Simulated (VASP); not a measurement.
# ZnS (F-43m) in VASP: a series of runs, part 3 of 3

VASP 6.6.1. Earlier steps stand in the parts before.

## Step 5: Single point, PBEsol (strained)

Input file INCAR:

```
SYSTEM = ZnS
ALGO = Normal
EDIFF = 1E-7
ENCUT = 520
GGA = PS
ISIF = 2
ISMEAR = 0
LASPH = .TRUE.
LCHARG = .FALSE.
LREAL = .FALSE.
LWAVE = .FALSE.
NBANDS = 16
NELM = 80
PREC = Accurate
SIGMA = 0.02
```

Input file KPOINTS:

```
k-points
0
G
  10 10 10
  0 0 0
```

Input file POSCAR:

```
ZnS
1.0
    0.0000000000      2.8235734605      2.8235734605
    2.8235734605      0.0000000000      2.8235734605
    2.8235734605      2.8235734605      0.0000000000
Zn S
1 1
Direct
    0.0000000000      0.0000000000      0.0000000000
    0.7500000000      0.7500000000      0.7500000000
```

Potentials or basis: VASP PAW PBE potentials, release 64 (Zn, S).

Run with:

```
cat potpaw_PBE.64/Zn/POTCAR potpaw_PBE.64/S/POTCAR > POTCAR
mpirun -np 1 vasp_std > vasp.out
```

OUTCAR:

```text
SYSTEM = ZnS
   EDIFF = 1E-7
   ENCUT = 520
   GGA = PS
   ISIF = 2
   ISMEAR = 0
   LASPH = .TRUE.
   LREAL = .FALSE.
   NELM = 80
   PREC = Accurate

 ion  position               nearest neighbor table
   1  0.000  0.000  0.000-   2 2.45   2 2.45   2 2.45   2 2.45
   2  0.750  0.750  0.750-   1 2.45   1 2.45   1 2.45   1 2.45

  LATTYP: Found a face centered cubic cell.
 ALAT       =     5.6471469210

  Lattice vectors:

 A1 = (   0.0000000000,   2.8235734605,   2.8235734605)
 A2 = (   2.8235734605,   0.0000000000,   2.8235734605)
 A3 = (   2.8235734605,   2.8235734605,   0.0000000000)

Analysis of symmetry for initial positions (statically):
=====================================================================
 Subroutine PRICEL returns:
 Original cell was already a primitive cell.

 Routine SETGRP: Setting up the symmetry group for a
 face centered cubic supercell.

 Subroutine GETGRP returns: Found 24 space group operations
 (whereof 24 operations were pure point group operations)
 out of a pool of 48 trial point group operations.

The static configuration has the point symmetry T_d .

Analysis of symmetry for dynamics (positions and initial velocities):
=====================================================================
 Subroutine PRICEL returns:
 Original cell was already a primitive cell.

 Routine SETGRP: Setting up the symmetry group for a
 face centered cubic supercell.

 Subroutine GETGRP returns: Found 24 space group operations
 (whereof 24 operations were pure point group operations)
 out of a pool of 48 trial point group operations.

The dynamic configuration has the point symmetry T_d .

 Subroutine INISYM returns: Found 24 space group operations
 (whereof 24 operations are pure point group operations),
 and found     1 'primitive' translations

----------------------------------------------------------------------------------------

[... 105 lines left out ...]
   EMIN   =  10.00;   EMAX   =-10.00  energy-range for DOS
   EFERMI =   0.00;   METHOD = LEGACY
   ISMEAR =     0;   SIGMA  =   0.02  broadening in eV -4-tet -1-fermi 0-gaus
   EFERMI_NEDOS =   21; number of points for ismear=-14 and -15
   IALGO  =     38    algorithm
   IMIX   =      4    mixing-type and parameters
     AMIX     =   0.40;   BMIX     =  1.00
     AMIX_MAG =   1.60;   BMIX_MAG =  1.00
  volume/ion in A,a.u.               =      22.51       151.91
  Fermi-wavevector in a.u.,A,eV,Ry     =   1.206026  2.279058 19.789648  1.454498
  Thomas-Fermi vector in A             =   2.341705
   LORBIT       =      0    0 simple, 1 ext, 2 COOP (PROOUT), +10 PAW based schemes
   GGA     = PS    functional components
   LHFCALC =     F    Hartree Fock is set to
   AEXX    =    0.0000 exact exchange contribution
   IVDW    =     0    specifies the selected vdW correction
   LEPSILON=     F    determine dielectric tensor
   LRPA    =     F    only Hartree local field effects (RPA)
 non-spin polarized calculation
 Gauss-broadening in eV      SIGMA  =   0.02
  energy-cutoff  :      520.00
  volume of cell :       45.02
 maximum number of plane-waves:      1243
 NGX is ok and might be reduce to    30
   NGX = 15   NGY = 15   NGZ = 15

 number of electron      18.0000004 magnetization

 Free energy of the ion-electron system (eV)
  ---------------------------------------------------
  ext. energy  EPLUGINS =         0.00000000
  ---------------------------------------------------
  free energy    TOTEN  =        -7.38732054 eV

  energy without entropy =       -7.38732054  energy(sigma->0) =       -7.38732054

 E-fermi :   0.9929     XC(G=0):  -9.2433

 val. band max:        0.8768401255   @ k =   0.0000   0.0000   0.0000
 cond. band min:       2.3102386209   @ k =   0.0000   0.0000   0.0000
 fundamental gap:      1.4333984954
 Fermi energy:         0.9929366445

 k-point     1 :       0.0000    0.0000    0.0000
  band No.  band energies     occupation
      1     -11.4413      2.00000
      2      -5.0542      2.00000
      3      -5.0542      2.00000
      4      -5.0542      2.00000
      5      -4.6967      2.00000
      6      -4.6967      2.00000
[... 433 lines left out ...]
      3      -4.8737      2.00000
      4      -4.8631      2.00000
      5      -4.6656      2.00000
      6      -4.6569      2.00000
[... 8 lines left out ...]
     15      13.9645      0.00000
     16      15.7079      0.00000

 [... further k-points ...]
[... 5 lines left out ...]
  --------------------------------------------------------------------------------------
  -------------------------------------------------------------------------------------
  Total       -2.4349342     -2.4349342     -2.4349342     -0.0000000      0.0000000      0.0000000
  in kB      -86.6503943    -86.6503943    -86.6503943     -0.0000000      0.0000000      0.0000000
  external PRESSURE =     -86.6503943 kB  Pullay stress =       0.0000000 kB

 VOLUME and BASIS-vectors are now :
 -----------------------------------------------------------------------------
  energy-cutoff  :      520.00
  volume of cell :       45.02
      direct lattice vectors                 reciprocal lattice vectors
     0.000000000  2.823573461  2.823573461    -0.177080571  0.177080571  0.177080571
     2.823573461  0.000000000  2.823573461     0.177080571 -0.177080571  0.177080571
     2.823573461  2.823573461  0.000000000     0.177080571  0.177080571 -0.177080571

 POSITION                                       TOTAL-FORCE (eV/Angst)
 -----------------------------------------------------------------------------------
      0.00000      0.00000      0.00000        -0.000000     -0.000000     -0.000000
      4.23536      4.23536      4.23536         0.000000      0.000000      0.000000
 -----------------------------------------------------------------------------------
    total drift:                                0.000000      0.000000      0.000000

  FREE ENERGIE OF THE ION-ELECTRON SYSTEM (eV)
  ---------------------------------------------------
  free  energy   TOTEN  =        -7.3873205413 eV

  energy  without entropy=       -7.3873205413  energy(sigma->0) =       -7.38732054
```

stdout:

```text
POSCAR found type information on POSCAR ZnS
 POSCAR found :  2 types and       2 ions
 scaLAPACK will be used
 -----------------------------------------------------------------------------
|                                                                             |
|                                                                             |
|     You enforced a specific xc type in the INCAR file but a different       |
|     I HOPE YOU KNOW WHAT YOU ARE DOING!                                     |
|                                                                             |
 -----------------------------------------------------------------------------

 LDA part: xc-table for (Slater+PW92), standard interpolation
 POSCAR, INCAR and KPOINTS ok, starting setup
 FFT: planning ... GRIDC
 FFT: planning ... GRID_SOFT
 FFT: planning ... GRID
 WAVECAR not read
 entering main loop
```

It took 35 s on 1 thread of Intel Xeon Platinum 8488C (Sapphire Rapids), shared host; peak memory 0.18 GiB.

Results:

| Property | Result |
| --- | --- |
| Free energy | -7.3873 eV |
| Pressure | -8.7 GPa |
| Band gap on the k mesh | 1.43 eV, direct |

Caveat: the cell differs from its parent crystal (strained); the PAW data sets were made with another functional, which shifts forces and pressure a little.

## Step 6: Overview

| task | cell | cutoff (eV) | gap on the mesh (eV) | pressure (GPa) |
| --- | --- | --- | --- | --- |
| single point | a = 3.788 Å, angles 60.0°, 2 atoms | 520 | 2.09 | 0.2 |
| relaxation of cell and atoms | relaxed from a = 3.825 Å, angles 60.0°, 2 atoms | 600 | 2.08 | 0.0 |
| single point | a = 3.993 Å, angles 60.0°, 2 atoms | 520 | 1.43 | -8.7 |

Alike in all rows: level PBEsol; potentials or basis VASP PAW PBE potentials, release 64 (Zn, S); no spin polarisation; k mesh 10 × 10 × 10; smearing gaussian 0.02 eV.

Caveats: the PAW data sets were made with another functional, which shifts forces and pressure a little.

Total energies depend on the potentials used, so only differences within one code and one set of settings carry meaning.

## Step 7: Comparison with measurements

Step 2. A measured gap of ZnS is 3.85 eV (direct; 19 K; quoted in “Electronic, vibrational, and thermodynamic properties of ZnS (zincblende and rocksalt structure)”, 2009, arxiv:0911.5022); the calculated 2.09 eV misses it by -1.76 eV. The value is that of PBEsol, without temperature or zero-point motion. Semilocal functionals fall short of measured gaps as a rule.

Step 4. Measured gap of ZnS: 3.85 eV (direct; 19 K; quoted in “Electronic, vibrational, and thermodynamic properties of ZnS (zincblende and rocksalt structure)”, 2009, arxiv:0911.5022). This calculation gives 2.09 eV (-1.76 eV). The value is that of PBEsol, without temperature or zero-point motion. Semilocal functionals fall short of measured gaps as a rule.
